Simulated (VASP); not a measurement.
# Al2Cu (P4/mmm) in VASP: further runs

Aim: see how the results for Al2Cu move with the level of theory and the settings. Levels: PBEsol, BLYP, PBE, LDA. Tasks: single point, relaxation of cell and atoms.

Everything below comes from runs of VASP 6.6.1. Logs are shortened: lines on timing, memory, paths and dates and some standing lists are left out, and cuts for length are marked.

## Step 1: The cell of the first run

Symmetry: P4/mmm, No. 123, tetragonal system. The conventional cell has a = 4.105 Å, b = 4.105 Å, c = 2.891 Å, α = 90.00°, β = 90.00°, γ = 90.00°. Within 3.3 Å of Cu (site symmetry 4/mmm) lie 8 Al at 2.51 Å and 2 Cu at 2.89 Å. Within 3.3 Å of Al (site symmetry mmm) lie 4 Cu at 2.51 Å and 6 Al at 2.89 to 2.90 Å.

## Step 2: Single point, PBEsol

The input, INCAR:

```
SYSTEM = Al2Cu
PREC     = Accurate       ! precision mode
ENCUT    = 520            ! plane-wave cutoff, eV
EDIFF    = 1E-7           ! SCF threshold, eV
ISMEAR   = -1             ! smearing method
SIGMA    = 0.05           ! smearing width, eV
LREAL    = .False.        ! projectors in reciprocal space
LASPH    = .True.         ! aspherical terms in the spheres
NELM     = 80             ! most SCF steps
ALGO     = Fast           ! electronic algorithm
ISIF     = 2              ! what is computed and relaxed
LWAVE    = .False.        ! write WAVECAR
LCHARG   = .False.        ! write CHGCAR
GGA      = PS             ! functional
NBANDS   = 16             ! bands
```

The input, KPOINTS:

```
regular mesh
0
Gamma
  7 7 9
  0 0 0
```

The input, POSCAR:

```
Al2Cu
1.0
    4.1051820000      0.0000000000      0.0000000000
    0.0000000000      4.1051820000      0.0000000000
    0.0000000000      0.0000000000      2.8913130000
Cu Al
1 2
Direct
    0.0000000000      0.0000000000      0.0000000000
    0.0000000000      0.5000000000      0.5000000000
    0.5000000000      0.0000000000      0.5000000000
```

Potentials or basis: VASP PAW PBE potentials, release 64 (Cu, Al).

Launch:

```console
cat potpaw_PBE.64/Cu/POTCAR potpaw_PBE.64/Al/POTCAR > POTCAR
mpirun -np 1 vasp_std > vasp.out
```

OUTCAR:

```text
SYSTEM = Al2Cu
   PREC = Accurate
   ENCUT = 520
   EDIFF = 1E-7
   ISMEAR = -1
   LREAL = .False.
   LASPH = .True.
   NELM = 80
   ISIF = 2
   GGA = PS

 ion  position               nearest neighbor table
   1  0.000  0.000  0.000-   2 2.51   3 2.51   2 2.51   3 2.51   2 2.51   2 2.51   3 2.51   3 2.51

   2  0.000  0.500  0.500-   1 2.51   1 2.51   1 2.51   1 2.51   3 2.90   3 2.90   3 2.90   3 2.90

   3  0.500  0.000  0.500-   1 2.51   1 2.51   1 2.51   1 2.51   2 2.90   2 2.90   2 2.90   2 2.90

  LATTYP: Found a simple tetragonal cell.
 ALAT       =     4.1051820000
 C/A-ratio  =     0.7043081159

  Lattice vectors:

 A1 = (   4.1051820000,   0.0000000000,   0.0000000000)
 A2 = (   0.0000000000,   4.1051820000,   0.0000000000)
 A3 = (   0.0000000000,   0.0000000000,   2.8913130000)

Analysis of symmetry for initial positions (statically):
=====================================================================
 Subroutine PRICEL returns:
 Original cell was already a primitive cell.

 Routine SETGRP: Setting up the symmetry group for a
 simple tetragonal supercell.

 Subroutine GETGRP returns: Found 16 space group operations
 (whereof 16 operations were pure point group operations)
 out of a pool of 16 trial point group operations.

The static configuration has the point symmetry D_4h.

Analysis of symmetry for dynamics (positions and initial velocities):
=====================================================================
 Subroutine PRICEL returns:
 Original cell was already a primitive cell.

 Routine SETGRP: Setting up the symmetry group for a
 simple tetragonal supercell.

 Subroutine GETGRP returns: Found 16 space group operations
 (whereof 16 operations were pure point group operations)
 out of a pool of 16 trial point group operations.

The dynamic configuration has the point symmetry D_4h.

 Subroutine INISYM returns: Found 16 space group operations
 (whereof 16 operations are pure point group operations),
 and found     1 'primitive' translations

----------------------------------------------------------------------------------------

                                     Primitive cell

  volume of cell :      48.7259

  direct lattice vectors                    reciprocal lattice vectors
     4.105182000  0.000000000  0.000000000     0.243594559  0.000000000  0.000000000
     0.000000000  4.105182000  0.000000000     0.000000000  0.243594559  0.000000000
     0.000000000  0.000000000  2.891313000     0.000000000  0.000000000  0.345863627

  length of vectors
     4.105182000  4.105182000  2.891313000     0.243594559  0.243594559  0.345863627

  position of ions in fractional coordinates (direct lattice)
     0.000000000  0.000000000  0.000000000
     0.000000000  0.500000000  0.500000000
     0.500000000  0.000000000  0.500000000

  ion indices of the primitive-cell ions
   primitive index   ion index
                 1           1
                 2           2
                 3           3

----------------------------------------------------------------------------------------

 KPOINTS: regular mesh

Automatic generation of k-mesh.
 Grid dimensions read from file:
 generate k-points for:    7    7    9

 Generating k-lattice:

  Cartesian coordinates                     Fractional coordinates (reciprocal lattice)
     0.034799223  0.000000000  0.000000000     0.142857143  0.000000000  0.000000000
     0.000000000  0.034799223  0.000000000     0.000000000  0.142857143  0.000000000
     0.000000000  0.000000000  0.038429292     0.000000000  0.000000000  0.111111111

  Length of vectors
     0.034799223  0.034799223  0.038429292

  Shift w.r.t. Gamma in fractional coordinates (k-lattice)
     0.000000000  0.000000000  0.000000000

 Subroutine IBZKPT returns following result:
 ===========================================

 Found     50 irreducible k-points:

 Following reciprocal coordinates:
            Coordinates               Weight
  0.000000  0.000000  0.000000      1.000000
  0.142857  0.000000  0.000000      4.000000
  0.285714  0.000000  0.000000      4.000000
  0.428571  0.000000  0.000000      4.000000
  0.142857  0.142857  0.000000      4.000000
  0.285714  0.142857  0.000000      8.000000
[... 16 lines left out ...]
  0.285714  0.000000  0.222222      8.000000
  0.428571  0.000000  0.222222      8.000000
 [... further k-points ...]
   k-points           NKPTS =     50   k-points in BZ     NKDIM =     50   number of bands    NBANDS=     16
   number of dos      NEDOS =    301   number of ions     NIONS =      3
   total plane-waves  NPLWV =  24576
   dimension x,y,z NGX =    32 NGY =   32 NGZ =   24
   dimension x,y,z NGXF=    64 NGYF=   64 NGZF=   48
   ions per type =               1   2
   NGX,Y,Z   is equivalent  to a cutoff of  12.96, 12.96, 13.80 a.u.
   NGXF,Y,Z  is equivalent  to a cutoff of  25.92, 25.92, 27.60 a.u.
 SYSTEM =  Al2Cu
   PREC   = accura    normal or accurate (medium, high low for compatibility)
   ISTART =      0    job   : 0-new  1-cont  2-samecut
   ICHARG =      2    charge: 1-file 2-atom 10-const
   ISPIN  =      1    spin polarized calculation?
   LNONCOLLINEAR =      F non collinear calculations
   LSORBIT =      F    spin-orbit coupling
   LASPH  =      T    aspherical Exc in radial PAW
   ENCUT  =  520.0 eV  38.22 Ry    6.18 a.u.   7.63  7.63  5.38*2*pi/ulx,y,z
   NELM   =     80;   NELMIN=  2; NELMDL= -5     # of ELM steps
   EDIFF  = 0.1E-06   stopping-criterion for ELM
   LREAL  =      F    real-space projection
   EDIFFG = 0.1E-05   stopping-criterion for IOM
   NSW    =      0    number of steps for IOM
   IBRION =     -1    ionic relax: 0-MD 1-quasi-New 2-CG
   NFREE  =      0    steps in history (QN), initial steepest desc. (CG)
   ISIF   =      2    stress and relaxation
   ISYM   =      2    0-nonsym 1-usesym 2-fastsym
   POTIM  = 0.5000    time-step for ionic-motion
   TEBEG  =    0.0;   TEEND  =   0.0 temperature during run
   PSTRESS=    0.0 pullay stress
   NELECT =      17.0000    total number of electrons
   NUPDOWN=      -1.0000    fix difference up-down
   EMIN   =  10.00;   EMAX   =-10.00  energy-range for DOS
   EFERMI =   0.00;   METHOD = LEGACY
   ISMEAR =    -1;   SIGMA  =   0.05  broadening in eV -4-tet -1-fermi 0-gaus
   EFERMI_NEDOS =   21; number of points for ismear=-14 and -15
   IALGO  =     68    algorithm
   IMIX   =      4    mixing-type and parameters
     AMIX     =   0.40;   BMIX     =  1.00
     AMIX_MAG =   1.60;   BMIX_MAG =  1.00
  volume/ion in A,a.u.               =      16.24       109.61
  Fermi-wavevector in a.u.,A,eV,Ry     =   1.152492  2.177894 18.071765  1.328237
  Thomas-Fermi vector in A             =   2.289142
   LORBIT       =      0    0 simple, 1 ext, 2 COOP (PROOUT), +10 PAW based schemes
   GGA     = PS    functional components
   LHFCALC =     F    Hartree Fock is set to
   AEXX    =    0.0000 exact exchange contribution
   IVDW    =     0    specifies the selected vdW correction
   LEPSILON=     F    determine dielectric tensor
   LRPA    =     F    only Hartree local field effects (RPA)
 non-spin polarized calculation
 RMM-DIIS sequential band-by-band and
  energy-cutoff  :      520.00
  volume of cell :       48.73
 maximum number of plane-waves:      1339
 NGX is ok and might be reduce to    32
   NGX = 15   NGY = 15   NGZ = 11

 number of electron      16.9999979 magnetization

 Free energy of the ion-electron system (eV)
  ---------------------------------------------------
  ext. energy  EPLUGINS =         0.00000000
  ---------------------------------------------------
  free energy    TOTEN  =       -12.55498922 eV

  energy without entropy =      -12.54291640  energy(sigma->0) =      -12.54895281

 E-fermi :   7.0717     XC(G=0): -10.4867

 val. band max:        7.0464700434   @ k =   0.1429   0.1429   0.4444
 cond. band min:       7.0965115843   @ k =   0.0000   0.0000   0.1111
 fundamental gap:      0.0500415409
 Fermi energy:         7.0716930673

 k-point     1 :       0.0000    0.0000    0.0000
  band No.  band energies     occupation
      1      -3.4643      2.00000
      2       1.6585      2.00000
      3       2.1660      2.00000
      4       2.8229      2.00000
      5       3.0068      2.00000
      6       3.0068      2.00000
[... 8 lines left out ...]
     15      14.1782      0.00000
     16      19.4277      0.00000

 k-point     2 :       0.1429    0.0000    0.0000
  band No.  band energies     occupation
      1      -3.2930      2.00000
      2       1.5382      2.00000
      3       2.1273      2.00000
      4       2.7746      2.00000
      5       3.0007      2.00000
      6       3.0078      2.00000
[... 8 lines left out ...]
     15      16.0886      0.00000
     16      18.8018      0.00000

 k-point     3 :       0.2857    0.0000    0.0000
  band No.  band energies     occupation
      1      -2.7966      2.00000
      2       0.7930      2.00000
      3       2.0843      2.00000
      4       2.6832      2.00000
      5       2.9254      2.00000
      6       2.9869      2.00000
[... 8 lines left out ...]
     15      17.5416      0.00000
     16      18.7494      0.00000

 k-point     4 :       0.4286    0.0000    0.0000
  band No.  band energies     occupation
      1      -2.0990      2.00000
      2      -0.3107      2.00000
      3       2.0974      2.00000
      4       2.6220      2.00000
      5       2.7622      2.00000
      6       2.9760      2.00000
[... 8 lines left out ...]
     15      16.4471      0.00000
     16      18.3680      0.00000
[... 324 lines left out ...]
 k-point    22 :       0.1429    0.0000    0.2222
  band No.  band energies     occupation
      1      -2.4082      2.00000
      2       1.8190      2.00000
      3       2.3796      2.00000
      4       2.4826      2.00000
      5       2.5072      2.00000
      6       2.8676      2.00000
[... 8 lines left out ...]
     15      15.8447      0.00000
     16      16.5795      0.00000

 k-point    23 :       0.2857    0.0000    0.2222
  band No.  band energies     occupation
      1      -1.9186      2.00000
      2       1.2664      2.00000
      3       2.3384      2.00000
      4       2.5103      2.00000
      5       2.6075      2.00000
      6       2.8037      2.00000
[... 8 lines left out ...]
     15      16.3734      0.00000
     16      17.2606      0.00000

 k-point    24 :       0.4286    0.0000    0.2222
  band No.  band energies     occupation
      1      -1.2175      2.00000
      2       0.3268      2.00000
      3       2.3429      2.00000
      4       2.5387      2.00000
      5       2.7490      2.00000
      6       2.7702      2.00000
[... 8 lines left out ...]
     15      17.0328      0.00000
     16      17.8744      0.00000

 [... further k-points ...]
[... 5 lines left out ...]
  --------------------------------------------------------------------------------------
  -------------------------------------------------------------------------------------
  Total       -0.5178274     -0.5178274     -0.9303014      0.0000000      0.0000000      0.0000000
  in kB      -17.0269026    -17.0269026    -30.5896376      0.0000000      0.0000000      0.0000000
  external PRESSURE =     -21.5478143 kB  Pullay stress =       0.0000000 kB

 VOLUME and BASIS-vectors are now :
 -----------------------------------------------------------------------------
  energy-cutoff  :      520.00
  volume of cell :       48.73
      direct lattice vectors                 reciprocal lattice vectors
     4.105182000  0.000000000  0.000000000     0.243594559  0.000000000  0.000000000
     0.000000000  4.105182000  0.000000000     0.000000000  0.243594559  0.000000000
     0.000000000  0.000000000  2.891313000     0.000000000  0.000000000  0.345863627

 POSITION                                       TOTAL-FORCE (eV/Angst)
 -----------------------------------------------------------------------------------
      0.00000      0.00000      0.00000         0.000000      0.000000      0.000000
      0.00000      2.05259      1.44566         0.000000      0.000000      0.000000
      2.05259      0.00000      1.44566         0.000000      0.000000      0.000000
 -----------------------------------------------------------------------------------
    total drift:                               -0.000000     -0.000000      0.000000

  FREE ENERGIE OF THE ION-ELECTRON SYSTEM (eV)
  ---------------------------------------------------
  free  energy   TOTEN  =       -12.5549892235 eV

  energy  without entropy=      -12.5429163989  energy(sigma->0) =      -12.54895281
```

It took 23 s on 1 thread of Intel Xeon 6975P-C (Granite Rapids), shared host; peak memory 0.17 GiB.

What came out:

| Quantity | Value |
| --- | --- |
| Free energy | -12.5550 eV |
| Pressure | -2.2 GPa |

Caveat: the PAW data sets were made with another functional, which shifts forces and pressure a little.

[end of part 1 of 2]
